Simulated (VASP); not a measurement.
# Si (I4_1/amd) in VASP: single point with r2SCAN

Aim: the single point of Si with r2SCAN.

All numbers are computed with VASP 6.6.1; they aren't measurements. Logs are shortened: lines on timing, memory, paths and dates and some standing lists are left out, and cuts for length are marked.

### Step 1. The cell of the first run

Symmetry: I4_1/amd, No. 141, tetragonal system. Conventional cell: a = 3.840 Å, b = 3.840 Å, c = 5.214 Å, α = 90.00°, β = 90.00°, γ = 90.00°. Si (site symmetry -4m2) has 4 Si at 2.32 Å within 3.1 Å.

### Step 2. Single point, r2SCAN (strain +0.000 along x and y, -0.040 along z)

Contents of POSCAR:

```
Si
1.0
    0.0000000000      2.7154700000      2.6068512000
    2.7154700000      0.0000000000      2.6068512000
    2.7154700000      2.7154700000      0.0000000000
Si
2
Direct
    0.5000000000      0.5000000000      0.5000000000
    0.7500000000      0.7500000000      0.7500000000
```

Contents of INCAR.step1:

```
SYSTEM = Si
ALGO = Normal
EDIFF = 1E-4
ENCUT = 520
GGA = PE
ISMEAR = 0
LASPH = .True.
LCHARG = .False.
LREAL = .False.
LWAVE = .True.
NBANDS = 11
NELM = 60
PREC = Accurate
SIGMA = 0.05
```

Contents of INCAR.step2:

```
SYSTEM = Si
ALGO = Normal
EDIFF = 1E-6
ENCUT = 520
ISIF = 2
ISMEAR = 0
ISTART = 1
LASPH = .True.
LCHARG = .False.
LMIXTAU = .True.
LREAL = .False.
LWAVE = .False.
METAGGA = R2SCAN
NBANDS = 11
NELM = 60
PREC = Accurate
SIGMA = 0.05
```

Contents of KPOINTS:

```
k-points
0
Gamma
  10 10 10
  0 0 0
```

Potentials or basis: VASP PAW PBE potentials, release 64 (Si).

Command:

```sh
$ cat potpaw_PBE.64/Si/POTCAR > POTCAR
$ cp INCAR.step1 INCAR
$ mpirun -np 1 vasp_std > vasp.out
$ cp INCAR.step2 INCAR
$ mpirun -np 1 vasp_std > vasp.out
```

OUTCAR:

```text
SYSTEM = Si
   EDIFF = 1E-6
   ENCUT = 520
   ISIF = 2
   ISMEAR = 0
   ISTART = 1
   LASPH = .True.
   LREAL = .False.
   METAGGA = R2SCAN
   NELM = 60
   PREC = Accurate

 ion  position               nearest neighbor table
   1  0.500  0.500  0.500-   2 2.32   2 2.32   2 2.32   2 2.32
   2  0.750  0.750  0.750-   1 2.32   1 2.32   1 2.32   1 2.32

  LATTYP: Found a body centered tetragonal cell.
 ALAT       =     3.8402545022
 C/A-ratio  =     1.3576450199

  Lattice vectors:

 A1 = (   0.0000000000,  -2.7154700000,  -2.6068512000)
 A2 = (   0.0000000000,   2.7154700000,  -2.6068512000)
 A3 = (   2.7154700000,   0.0000000000,   2.6068512000)

Analysis of symmetry for initial positions (statically):
=====================================================================
 Subroutine PRICEL returns:
 Original cell was already a primitive cell.

 Routine SETGRP: Setting up the symmetry group for a
 body centered tetragonal supercell.

 Subroutine GETGRP returns: Found 16 space group operations
 (whereof  8 operations were pure point group operations)
 out of a pool of 16 trial point group operations.

The static configuration has the point symmetry D_2d.
 The point group associated with its full space group is D_4h.

Analysis of symmetry for dynamics (positions and initial velocities):
=====================================================================
 Subroutine PRICEL returns:
 Original cell was already a primitive cell.

 Routine SETGRP: Setting up the symmetry group for a
 body centered tetragonal supercell.

 Subroutine GETGRP returns: Found 16 space group operations
 (whereof  8 operations were pure point group operations)
 out of a pool of 16 trial point group operations.

The dynamic configuration has the point symmetry D_2d.
 The point group associated with its full space group is D_4h.

 Subroutine INISYM returns: Found 16 space group operations
 (whereof  8 operations are pure point group operations),
 and found     1 'primitive' translations

----------------------------------------------------------------------------------------

                                     Primitive cell

  volume of cell :      38.4447

  direct lattice vectors                    reciprocal lattice vectors
     0.000000000  2.715470000  2.606851200    -0.184130187  0.184130187  0.191802279
     2.715470000  0.000000000  2.606851200     0.184130187 -0.184130187  0.191802279
     2.715470000  2.715470000  0.000000000     0.184130187  0.184130187 -0.191802279

  length of vectors
     3.764233056  3.764233056  3.840254502     0.323412996  0.323412996  0.323412996

  position of ions in fractional coordinates (direct lattice)
     0.500000000  0.500000000  0.500000000
     0.750000000  0.750000000  0.750000000

  ion indices of the primitive-cell ions
   primitive index   ion index
                 1           1
                 2           2

----------------------------------------------------------------------------------------

 KPOINTS: k-points

Automatic generation of k-mesh.
 Grid dimensions read from file:
 generate k-points for:   10   10   10

 Generating k-lattice:

  Cartesian coordinates                     Fractional coordinates (reciprocal lattice)
    -0.018413019  0.018413019  0.019180228     0.100000000  0.000000000  0.000000000
     0.018413019 -0.018413019  0.019180228     0.000000000  0.100000000  0.000000000
     0.018413019  0.018413019 -0.019180228    -0.000000000 -0.000000000  0.100000000

  Length of vectors
     0.032341300  0.032341300  0.032341300

  Shift w.r.t. Gamma in fractional coordinates (k-lattice)
     0.000000000  0.000000000  0.000000000

 Subroutine IBZKPT returns following result:
 ===========================================

 Found    102 irreducible k-points:

 Following reciprocal coordinates:
            Coordinates               Weight
  0.000000  0.000000  0.000000      1.000000
  0.100000  0.000000  0.000000      8.000000
  0.200000  0.000000  0.000000      8.000000
  0.300000  0.000000  0.000000      8.000000
  0.400000  0.000000  0.000000      8.000000
  0.500000  0.000000  0.000000      4.000000
[... 16 lines left out ...]
  0.300000  0.300000  0.000000      2.000000
  0.400000  0.300000  0.000000      8.000000
 [... further k-points ...]
   k-points           NKPTS =    102   k-points in BZ     NKDIM =    102   number of bands    NBANDS=     11
   number of dos      NEDOS =    301   number of ions     NIONS =      2
   total plane-waves  NPLWV =  23520
   dimension x,y,z NGX =    28 NGY =   28 NGZ =   30
   dimension x,y,z NGXF=    56 NGYF=   56 NGZF=   60
   ions per type =               2
   NGX,Y,Z   is equivalent  to a cutoff of  12.37, 12.37, 12.99 a.u.
   NGXF,Y,Z  is equivalent  to a cutoff of  24.73, 24.73, 25.97 a.u.
 SYSTEM =  Si
   PREC   = accura    normal or accurate (medium, high low for compatibility)
   ISTART =      1    job   : 0-new  1-cont  2-samecut
   ICHARG =      0    charge: 1-file 2-atom 10-const
   ISPIN  =      1    spin polarized calculation?
   LNONCOLLINEAR =      F non collinear calculations
   LSORBIT =      F    spin-orbit coupling
   LASPH  =      T    aspherical Exc in radial PAW
   ENCUT  =  520.0 eV  38.22 Ry    6.18 a.u.   7.00  7.00  7.14*2*pi/ulx,y,z
   NELM   =     60;   NELMIN=  2; NELMDL=  0     # of ELM steps
   EDIFF  = 0.1E-05   stopping-criterion for ELM
   LREAL  =      F    real-space projection
   EDIFFG = 0.1E-04   stopping-criterion for IOM
   NSW    =      0    number of steps for IOM
   IBRION =     -1    ionic relax: 0-MD 1-quasi-New 2-CG
   NFREE  =      0    steps in history (QN), initial steepest desc. (CG)
   ISIF   =      2    stress and relaxation
   ISYM   =      2    0-nonsym 1-usesym 2-fastsym
   POTIM  = 0.5000    time-step for ionic-motion
   TEBEG  =    0.0;   TEEND  =   0.0 temperature during run
   PSTRESS=    0.0 pullay stress
   NELECT =       8.0000    total number of electrons
   NUPDOWN=      -1.0000    fix difference up-down
   EMIN   =  10.00;   EMAX   =-10.00  energy-range for DOS
   EFERMI =   0.00;   METHOD = LEGACY
   ISMEAR =     0;   SIGMA  =   0.05  broadening in eV -4-tet -1-fermi 0-gaus
   EFERMI_NEDOS =   21; number of points for ismear=-14 and -15
   IALGO  =     38    algorithm
   IMIX   =      4    mixing-type and parameters
     AMIX     =   0.40;   BMIX     =  1.00
     AMIX_MAG =   1.60;   BMIX_MAG =  1.00
  volume/ion in A,a.u.               =      19.22       129.72
  Fermi-wavevector in a.u.,A,eV,Ry     =   0.970121  1.833264 12.804926  0.941135
  Thomas-Fermi vector in A             =   2.100230
   LORBIT       =      0    0 simple, 1 ext, 2 COOP (PROOUT), +10 PAW based schemes
   METAGGA = R2SCAN    functional components
   LHFCALC =     F    Hartree Fock is set to
   AEXX    =    0.0000 exact exchange contribution
   IVDW    =     0    specifies the selected vdW correction
   LEPSILON=     F    determine dielectric tensor
   LRPA    =     F    only Hartree local field effects (RPA)
 non-spin polarized calculation
 Gauss-broadening in eV      SIGMA  =   0.05
  energy-cutoff  :      520.00
  volume of cell :       38.44
 maximum number of plane-waves:      1050
   NGX = 13   NGY = 13   NGZ = 15

 number of electron       8.0000000 magnetization

 Free energy of the ion-electron system (eV)
  ---------------------------------------------------
  ext. energy  EPLUGINS =         0.00000000
  ---------------------------------------------------
  free energy    TOTEN  =       -17.50981423 eV

  energy without entropy =      -17.50981405  energy(sigma->0) =      -17.50981414

 E-fermi :   6.4832     XC(G=0): -10.0197

 val. band max:        6.3634055154   @ k =   0.0000   0.0000   0.0000
 cond. band min:       6.6094924426   @ k =   0.4000   0.4000   0.0000
 fundamental gap:      0.2460869272
 Fermi energy:         6.4831658410

 k-point     1 :       0.0000    0.0000    0.0000
  band No.  band energies     occupation
      1      -6.6584      2.00000
      2       6.0651      2.00000
      3       6.0651      2.00000
      4       6.3634      1.99929
      5       8.8386      0.00000
      6       9.0021      0.00000
      7       9.0021      0.00000
      8      10.6398      0.00000
      9      13.9141      0.00000
     10      14.6807      0.00000
     11      15.0638      0.00000

 k-point     2 :       0.1000    0.0000    0.0000
  band No.  band energies     occupation
      1      -6.5157      2.00000
      2       4.9764      2.00000
      3       5.8335      2.00000
      4       6.0695      2.00000
      5       9.0279      0.00000
      6       9.2909      0.00000
      7       9.3163      0.00000
      8      11.4519      0.00000
      9      13.6085      0.00000
     10      14.2571      0.00000
     11      15.6209      0.00000

 k-point     3 :       0.2000    0.0000    0.0000
  band No.  band energies     occupation
      1      -6.0940      2.00000
      2       2.9994      2.00000
      3       5.3860      2.00000
      4       5.6736      2.00000
      5       8.8101      0.00000
      6       9.8023      0.00000
      7       9.8552      0.00000
      8      13.1856      0.00000
      9      13.4556      0.00000
     10      13.8288      0.00000
     11      16.2545      0.00000

 k-point     4 :       0.3000    0.0000    0.0000
  band No.  band energies     occupation
      1      -5.4209      2.00000
      2       1.0706      2.00000
      3       4.9882      2.00000
      4       5.3380      2.00000
      5       8.4627      0.00000
      6       9.8533      0.00000
      7      10.1333      0.00000
      8      14.2051      0.00000
      9      14.2941      0.00000
     10      14.7252      0.00000
     11      16.1247      0.00000

 k-point     5 :       0.4000    0.0000    0.0000
  band No.  band energies     occupation
      1      -4.5987      2.00000
      2      -0.5376      2.00000
      3       4.7333      2.00000
      4       5.1293      2.00000
      5       8.2161      0.00000
      6       9.6572      0.00000
      7      10.0564      0.00000
      8      14.7317      0.00000
      9      15.6023      0.00000
     10      15.9688      0.00000
     11      17.5192      0.00000
[... 211 lines left out ...]
 k-point    21 :      -0.3000    0.2000    0.0000
  band No.  band energies     occupation
      1      -4.4345      2.00000
      2       0.2011      2.00000
      3       2.6127      2.00000
      4       4.4931      2.00000
      5       8.6718      0.00000
      6      11.0301      0.00000
      7      11.4771      0.00000
      8      13.4136      0.00000
      9      13.7163      0.00000
     10      16.3124      0.00000
     11      19.4296      0.00000

 k-point    22 :      -0.2000    0.2000    0.0000
  band No.  band energies     occupation
      1      -5.2164      2.00000
      2       1.5411      2.00000
      3       3.0724      2.00000
      4       5.0245      2.00000
      5       9.1895      0.00000
      6      10.5324      0.00000
      7      11.1475      0.00000
      8      12.5250      0.00000
      9      12.6739      0.00000
     10      17.7048      0.00000
     11      17.9683      0.00000

 k-point    23 :       0.3000    0.3000    0.0000
  band No.  band energies     occupation
      1      -4.8910      2.00000
      2       1.7920      2.00000
      3       3.5304      2.00000
      4       3.5304      2.00000
      5       6.9234      0.00000
      6       8.8060      0.00000
      7      13.4728      0.00000
      8      13.4728      0.00000
      9      15.9161      0.00000
     10      16.8013      0.00000
     11      20.1869      0.00000

 k-point    24 :       0.4000    0.3000    0.0000
  band No.  band energies     occupation
      1      -4.2006      2.00000
      2       0.6349      2.00000
      3       2.9497      2.00000
      4       3.2909      2.00000
      5       7.1183      0.00000
      6       8.4946      0.00000
      7      13.7942      0.00000
      8      13.8953      0.00000
      9      17.2556      0.00000
     10      18.4848      0.00000
     11      19.6055      0.00000

 [... further k-points ...]

------------------------ aborting loop because EDIFF is reached ----------------------------------------

  FORCE on cell =-STRESS in cart. coord.  units (eV):
  Direction    XX          YY          ZZ          XY          YZ          ZX
  --------------------------------------------------------------------------------------
  -------------------------------------------------------------------------------------
  Total        0.8351181      0.8351181      1.8147639      0.0000000     -0.0000000      0.0000000
  in kB       34.8034444     34.8034444     75.6300625      0.0000000     -0.0000000      0.0000000
  external PRESSURE =      48.4123171 kB  Pullay stress =       0.0000000 kB

 VOLUME and BASIS-vectors are now :
 -----------------------------------------------------------------------------
  energy-cutoff  :      520.00
  volume of cell :       38.44
      direct lattice vectors                 reciprocal lattice vectors
     0.000000000  2.715470000  2.606851200    -0.184130187  0.184130187  0.191802279
     2.715470000  0.000000000  2.606851200     0.184130187 -0.184130187  0.191802279
     2.715470000  2.715470000  0.000000000     0.184130187  0.184130187 -0.191802279

 POSITION                                       TOTAL-FORCE (eV/Angst)
 -----------------------------------------------------------------------------------
      2.71547      2.71547      2.60685        -0.000000     -0.000000     -0.000000
      4.07320      4.07320      3.91028         0.000000      0.000000      0.000000
 -----------------------------------------------------------------------------------
    total drift:                                0.000000      0.000000     -0.000000

  FREE ENERGIE OF THE ION-ELECTRON SYSTEM (eV)
  ---------------------------------------------------
  free  energy   TOTEN  =       -17.5098142323 eV

  energy  without entropy=      -17.5098140460  energy(sigma->0) =      -17.50981414
```

Wall time 1.8 min (1 thread of Intel Xeon Platinum 8259CL at 2.50GHz (Skylake/Cascade Lake), shared host); peak memory 0.18 GiB.

What came out:

| Item | Value |
| --- | --- |
| Free energy | -17.5098 eV |
| Pressure | 4.8 GPa |
| Band gap on the k mesh | 0.25 eV, indirect (least direct gap 2.48 eV) |

Caveat: the cell differs from its parent crystal (strain +0.000 along x and y, -0.040 along z); the PAW data sets were made with another functional, which shifts forces and pressure a little.
